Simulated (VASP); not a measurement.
# SiC3 (P-4m2) in VASP: notebook, part 2 of 2

VASP 6.6.1.

## 4. Single point, r2SCAN (7.52 Å³/atom)

This run uses another cell than the first one, of 7.52 Å³/atom.

POSCAR

```
SiC3
1.0
    2.7393152682      0.0000000000      0.0000000000
    0.0000000000      2.7393152682      0.0000000000
    0.0000000000      0.0000000000      4.0065498955
C Si
3 1
Direct
    0.5000000000      0.0000000000      0.7862689763
    0.5000000000      0.5000000000      0.0000000000
    0.0000000000      0.5000000000      0.2137310237
    0.0000000000      0.0000000000      0.5000000000
```

INCAR.step1

```
PREC     = Accurate       # precision mode
ENCUT    = 520            # plane-wave cutoff, eV
ISMEAR   = 0              # smearing method
SIGMA    = 0.01           # smearing width, eV
LREAL    = F              # projectors in reciprocal space
LASPH    = T              # aspherical terms in the spheres
NELM     = 80             # most SCF steps
NBANDS   = 16             # bands
GGA      = PE             # functional
ALGO     = Normal         # electronic algorithm
EDIFF    = 1E-4           # SCF threshold, eV
LWAVE    = T              # write WAVECAR
LCHARG   = F              # write CHGCAR
```

INCAR.step2

```
PREC     = Accurate       # precision mode
ENCUT    = 520            # plane-wave cutoff, eV
EDIFF    = 1E-6           # SCF threshold, eV
ISMEAR   = 0              # smearing method
SIGMA    = 0.01           # smearing width, eV
LREAL    = F              # projectors in reciprocal space
LASPH    = T              # aspherical terms in the spheres
NELM     = 80             # most SCF steps
ALGO     = Normal         # electronic algorithm
ISIF     = 2              # what is computed and relaxed
LWAVE    = F              # write WAVECAR
LCHARG   = T              # write CHGCAR
METAGGA  = R2SCAN         # meta-GGA
LMIXTAU  = T            
LELF     = T              # ELF
LVHAR    = T            
NBANDS   = 16             # bands
ISTART   = 1
```

KPOINTS

```
regular mesh
0
Gamma
  8 8 6
```

Potentials or basis: VASP PAW PBE potentials, release 64 (C, Si).

On the command line:

```sh
> cat potpaw_PBE.64/C/POTCAR potpaw_PBE.64/Si/POTCAR > POTCAR
> cp INCAR.step1 INCAR
> mpirun -np 1 vasp_std > vasp.out
> cp INCAR.step2 INCAR
> mpirun -np 1 vasp_std > vasp.out
```

OUTCAR:

```text
PREC = Accurate
   ENCUT = 520
   EDIFF = 1E-6
   ISMEAR = 0
   LREAL = F
   LASPH = T
   NELM = 80
   ISIF = 2
   METAGGA = R2SCAN
   ISTART = 1

 ion  position               nearest neighbor table
   1  0.500  0.000  0.786-   2 1.62   2 1.62   4 1.79   4 1.79
   2  0.500  0.500  0.000-   1 1.62   3 1.62   1 1.62   3 1.62
   3  0.000  0.500  0.214-   2 1.62   2 1.62   4 1.79   4 1.79
   4  0.000  0.000  0.500-   1 1.79   3 1.79   3 1.79   1 1.79

  LATTYP: Found a simple tetragonal cell.
 ALAT       =     2.7393152682
 C/A-ratio  =     1.4626099967

  Lattice vectors:

 A1 = (   2.7393152682,   0.0000000000,   0.0000000000)
 A2 = (   0.0000000000,   2.7393152682,   0.0000000000)
 A3 = (   0.0000000000,   0.0000000000,   4.0065498955)

Analysis of symmetry for initial positions (statically):
=====================================================================
 Subroutine PRICEL returns:
 Original cell was already a primitive cell.

 Routine SETGRP: Setting up the symmetry group for a
 simple tetragonal supercell.

[... 172 lines left out ...]
 val. band max:       10.1882113279   @ k =   0.0000   0.0000   0.0000
 cond. band min:      11.9469149433   @ k =   0.3750   0.3750   0.0000
 fundamental gap:      1.7587036154
 Fermi energy:        10.2571634616

 k-point     1 :       0.0000    0.0000    0.0000
  band No.  band energies     occupation
      1     -10.2048      2.00000
      2      -3.0069      2.00000
      3      -1.4886      2.00000
      4       4.2038      2.00000
      5       4.2038      2.00000
      6       9.4796      2.00000
[... 433 lines left out ...]
      3      -0.3764      2.00000
      4       1.2082      2.00000
      5       4.3156      2.00000
      6       5.1085      2.00000
[... 8 lines left out ...]
     15      21.7658      0.00000
     16      24.6796      0.00000

 [... further k-points ...]

------------------------ aborting loop because EDIFF is reached ----------------------------------------

  FORCE on cell =-STRESS in cart. coord.  units (eV):
  Direction    XX          YY          ZZ          XY          YZ          ZX
  --------------------------------------------------------------------------------------
  -------------------------------------------------------------------------------------
  Total        3.7415915      3.7415915      4.1418609      0.0000000     -0.0000000      0.0000000
  in kB      199.3941262    199.3941262    220.7249864      0.0000000     -0.0000000      0.0000000
  external PRESSURE =     206.5044130 kB  Pullay stress =       0.0000000 kB

 VOLUME and BASIS-vectors are now :
 -----------------------------------------------------------------------------
  energy-cutoff  :      520.00
  volume of cell :       30.06
      direct lattice vectors                 reciprocal lattice vectors
     2.739315268  0.000000000  0.000000000     0.365054732  0.000000000  0.000000000
     0.000000000  2.739315268  0.000000000     0.000000000  0.365054732  0.000000000
     0.000000000  0.000000000  4.006549896     0.000000000  0.000000000  0.249591301

 POSITION                                       TOTAL-FORCE (eV/Angst)
 -----------------------------------------------------------------------------------
      1.36966      0.00000      3.15023        -0.000000      0.000000      0.289315
      1.36966      1.36966      0.00000        -0.000000     -0.000000      0.000000
      0.00000      1.36966      0.85632        -0.000000     -0.000000     -0.289315
      0.00000      0.00000      2.00327         0.000000      0.000000      0.000000
 -----------------------------------------------------------------------------------
    total drift:                               -0.000000      0.000000     -0.000000

  FREE ENERGIE OF THE ION-ELECTRON SYSTEM (eV)
  ---------------------------------------------------
  free  energy   TOTEN  =       -36.6117009905 eV

  energy  without entropy=      -36.6117009905  energy(sigma->0) =      -36.61170099
```

OUTCAR.step1:

```text
PREC = Accurate
   ENCUT = 520
   ISMEAR = 0
   LREAL = F
[... 685 lines left out ...]
      1.36966      0.00000      3.15023        -0.000000     -0.000000      0.676504
      1.36966      1.36966      0.00000         0.000000      0.000000      0.000000
      0.00000      1.36966      0.85632         0.000000     -0.000000     -0.676504
      0.00000      0.00000      2.00327         0.000000     -0.000000      0.000000
 -----------------------------------------------------------------------------------
    total drift:                                0.000000      0.000000     -0.000000

  FREE ENERGIE OF THE ION-ELECTRON SYSTEM (eV)
  ---------------------------------------------------
  free  energy   TOTEN  =       -30.9263731809 eV

  energy  without entropy=      -30.9263731809  energy(sigma->0) =      -30.92637318
```

Wall time 1.8 min (1 thread of Intel Xeon 8259CL, shared host); peak memory 0.15 GiB.

Results:

```
Free energy            : -36.6117 eV
Pressure               : 20.7 GPa
Largest force          : 0.289 eV/Å
Band gap on the k mesh : 1.76 eV (least direct gap 2.19 eV)
```

Forces on the atoms (eV/Å):
```
C    0.000  0.000  0.289
C    0.000  0.000  0.000
C    0.000  0.000 -0.289
Si   0.000  0.000  0.000
```

Caveat: the cell stands under pressure; the PAW data sets were made with another functional, which shifts forces and pressure a little. A k mesh can miss the band edges.

## 5. Single point, r2SCAN (7.76 Å³/atom)

This run uses another cell than the first one, of 7.76 Å³/atom.

POSCAR

```
SiC3
1.0
    2.7681522849      0.0000000000      0.0000000000
    0.0000000000      2.7681522849      0.0000000000
    0.0000000000      0.0000000000      4.0487272044
C Si
3 1
Direct
    0.5000000000      0.0000000000      0.7862689763
    0.5000000000      0.5000000000      0.0000000000
    0.0000000000      0.5000000000      0.2137310237
    0.0000000000      0.0000000000      0.5000000000
```

INCAR.step1

```
SYSTEM = SiC3
PREC = Accurate ; ENCUT = 520
ISMEAR = 0 ; SIGMA = 0.01
LREAL = .False. ; LASPH = .True.
NELM = 60 ; NBANDS = 16
GGA = PE ; ALGO = Normal
EDIFF = 1E-4 ; LWAVE = .True.
LCHARG = .False.
```

INCAR.step2

```
SYSTEM = SiC3
PREC = Accurate ; ENCUT = 520
EDIFF = 1E-6 ; ISMEAR = 0
SIGMA = 0.01 ; LREAL = .False.
LASPH = .True. ; NELM = 60
ALGO = Normal ; ISIF = 2
LWAVE = .False. ; LCHARG = .False.
METAGGA = R2SCAN ; LMIXTAU = .True.
NBANDS = 16 ; ISTART = 1
```

KPOINTS

```
Automatic mesh
0
Gamma
  8 8 6
  0 0 0
```

Potentials or basis: VASP PAW PBE potentials, release 64 (C, Si).

On the command line:

```sh
> cat potpaw_PBE.64/C/POTCAR potpaw_PBE.64/Si/POTCAR > POTCAR
> cp INCAR.step1 INCAR
> mpirun -np 1 vasp_std > vasp.out
> cp INCAR.step2 INCAR
> mpirun -np 1 vasp_std > vasp.out
```

OUTCAR:

```text
SYSTEM = SiC3
   PREC = Accurate
   ENCUT = 520
   EDIFF = 1E-6
   ISMEAR = 0
   LREAL = .False.
   LASPH = .True.
   NELM = 60
   ISIF = 2
   METAGGA = R2SCAN
   ISTART = 1

 ion  position               nearest neighbor table
   1  0.500  0.000  0.786-   2 1.63   2 1.63   4 1.81   4 1.81
   2  0.500  0.500  0.000-   1 1.63   3 1.63   1 1.63   3 1.63
   3  0.000  0.500  0.214-   2 1.63   2 1.63   4 1.81   4 1.81
   4  0.000  0.000  0.500-   1 1.81   3 1.81   3 1.81   1 1.81

  LATTYP: Found a simple tetragonal cell.
 ALAT       =     2.7681522849
 C/A-ratio  =     1.4626099967
[... 655 lines left out ...]
  --------------------------------------------------------------------------------------
  -------------------------------------------------------------------------------------
  Total        1.7993297      1.7993297      1.9659897      0.0000000      0.0000000      0.0000000
  in kB       92.9229205     92.9229205    101.5297561      0.0000000      0.0000000      0.0000000
  external PRESSURE =      95.7918657 kB  Pullay stress =       0.0000000 kB

 VOLUME and BASIS-vectors are now :
 -----------------------------------------------------------------------------
  energy-cutoff  :      520.00
  volume of cell :       31.02
      direct lattice vectors                 reciprocal lattice vectors
     2.768152285  0.000000000  0.000000000     0.361251802  0.000000000  0.000000000
     0.000000000  2.768152285  0.000000000     0.000000000  0.361251802  0.000000000
     0.000000000  0.000000000  4.048727204     0.000000000  0.000000000  0.246991202

 POSITION                                       TOTAL-FORCE (eV/Angst)
 -----------------------------------------------------------------------------------
      1.38408      0.00000      3.18339         0.000000     -0.000000      0.113673
      1.38408      1.38408      0.00000         0.000000      0.000000      0.000000
      0.00000      1.38408      0.86534        -0.000000     -0.000000     -0.113673
      0.00000      0.00000      2.02436         0.000000     -0.000000      0.000000
 -----------------------------------------------------------------------------------
    total drift:                                0.000000     -0.000000     -0.000000

  FREE ENERGIE OF THE ION-ELECTRON SYSTEM (eV)
  ---------------------------------------------------
  free  energy   TOTEN  =       -36.7021594004 eV

  energy  without entropy=      -36.7021594004  energy(sigma->0) =      -36.70215940
```

Wall time 1.7 min (1 thread of Intel Xeon 8259CL, shared host); peak memory 0.16 GiB.

What came out:

- Free energy: -36.7022 eV
- Pressure: 9.6 GPa
- Largest force: 0.114 eV/Å
- Band gap on the k mesh: 1.77 eV (least direct gap 2.17 eV)

Forces on the atoms (eV/Å):
```
C    0.000  0.000  0.114
C    0.000  0.000  0.000
C    0.000  0.000 -0.114
Si   0.000  0.000  0.000
```

Stress tensor (GPa, compression positive):
```
 9.29  0.00  0.00
 0.00  9.29  0.00
 0.00  0.00 10.15
```

Caveat: the cell stands under pressure; the PAW data sets were made with another functional, which shifts forces and pressure a little.

## 6. Single point, r2SCAN

This run uses another cell than the first one, of 8.00 Å³/atom.

POSCAR

```
SiC3
1.0
    2.7964006878      0.0000000000      0.0000000000
    0.0000000000      2.7964006878      0.0000000000
    0.0000000000      0.0000000000      4.0900436009
C Si
3 1
Direct
    0.5000000000      0.0000000000      0.7862689763
    0.5000000000      0.5000000000      0.0000000000
    0.0000000000      0.5000000000      0.2137310237
    0.0000000000      0.0000000000      0.5000000000
```

INCAR.step1

```
PREC = Accurate
ENCUT = 520
ISMEAR = 0
SIGMA = 0.01
LREAL = False
LASPH = True
NELM = 80
NBANDS = 16
GGA = PE
ALGO = Normal
EDIFF = 1E-4
LWAVE = True
LCHARG = False
```

INCAR.step2

```
PREC = Accurate
ENCUT = 520
EDIFF = 1E-6
ISMEAR = 0
SIGMA = 0.01
LREAL = False
LASPH = True
NELM = 80
ALGO = Normal
ISIF = 2
LWAVE = False
LCHARG = False
METAGGA = R2SCAN
LMIXTAU = True
NBANDS = 16
ISTART = 1
```

KPOINTS

```
regular mesh
0
Gamma
  8 8 6
```

Potentials or basis: VASP PAW PBE potentials, release 64 (C, Si).

On the command line:

```sh
> cat potpaw_PBE.64/C/POTCAR potpaw_PBE.64/Si/POTCAR > POTCAR
> cp INCAR.step1 INCAR
> mpirun -np 1 vasp_std > vasp.out
> cp INCAR.step2 INCAR
> mpirun -np 1 vasp_std > vasp.out
```

It took 86 s on 1 thread of Intel Xeon 8259CL, shared host; peak memory 0.16 GiB.

It converged, with:

```yaml
Free_energy: -36.7309 eV
Pressure: 0.0 GPa
Largest_force: 0.046 eV/Å
Band_gap_on_the_k_mesh: 1.78 eV (least direct gap 2.15 eV)
```

Forces in eV/Å, atoms in the order of the input:
```
C    0.000  0.000 -0.046
C    0.000  0.000  0.000
C    0.000  0.000  0.046
Si   0.000  0.000  0.000
```

Stress tensor (GPa, compression positive):
```
 0.10  0.00  0.00
 0.00  0.10  0.00
 0.00  0.00 -0.16
```

Levels at points of the mesh, in eV from the valence-band top:
| k point | band 4 | band 5 | band 6 | band 7 | band 8 | band 9 | band 10 | band 11 | band 12 | band 13 |
| --- | --- | --- | --- | --- | --- | --- | --- | --- | --- | --- |
| (0.00, 0.00, 0.00) | -5.67 | -5.67 | -0.67 | 0.00 | 0.00 | 2.15 | 3.11 | 5.47 | 5.98 | 5.98 |
| (0.50, 0.00, 0.00) | -7.12 | -6.71 | -6.45 | -4.12 | -0.94 | 5.05 | 6.33 | 6.64 | 8.07 | 10.90 |
| (0.50, 0.50, 0.00) | -8.82 | -6.36 | -5.55 | -5.55 | -4.12 | 1.97 | 1.97 | 2.22 | 5.65 | 13.39 |
| (0.00, 0.00, 0.50) | -5.18 | -5.18 | -4.20 | -1.53 | -1.53 | 2.94 | 3.28 | 6.53 | 8.43 | 8.54 |
| (0.50, 0.00, 0.50) | -10.93 | -3.99 | -2.80 | -2.38 | -0.82 | 3.26 | 6.01 | 6.60 | 6.61 | 8.81 |
| (0.50, 0.50, 0.50) | -7.65 | -7.42 | -6.96 | -6.96 | -6.60 | 5.98 | 5.98 | 6.59 | 9.33 | 10.19 |

Caveat: the PAW data sets were made with another functional, which shifts forces and pressure a little.

## 7. Summary

| level | cell | k mesh | gap on the mesh (eV) | pressure (GPa) | largest force (eV/Å) |
| --- | --- | --- | --- | --- | --- |
| PBE | a = 2.858, b = 2.858, c = 4.193 Å, 4 atoms | 8 × 8 × 6 | 1.49 | -14.6 | 0.28 |
| PBE | a = 2.796, b = 2.796, c = 4.090 Å, 4 atoms | 10 × 10 × 6 | 1.41 | 3.3 | 0.32 |
| r2SCAN | a = 2.739, b = 2.739, c = 4.007 Å, 4 atoms | 8 × 8 × 6 | 1.76 | 20.7 | 0.29 |
| r2SCAN | a = 2.768, b = 2.768, c = 4.049 Å, 4 atoms | 8 × 8 × 6 | 1.77 | 9.6 | 0.11 |
| r2SCAN | a = 2.796, b = 2.796, c = 4.090 Å, 4 atoms | 8 × 8 × 6 | 1.78 | 0.0 | 0.05 |

Alike in all rows: task single point; potentials or basis VASP PAW PBE potentials, release 64 (C, Si); no spin polarisation; cutoff (eV) 520; smearing gaussian 0.01 eV.

Caveats: the cell stands under pressure (at least some runs); the PAW data sets were made with another functional, which shifts forces and pressure a little (at least some runs); the cell stands under tension (at least some runs).

Total energies depend on the potentials used, so only differences within one code and one set of settings carry meaning.
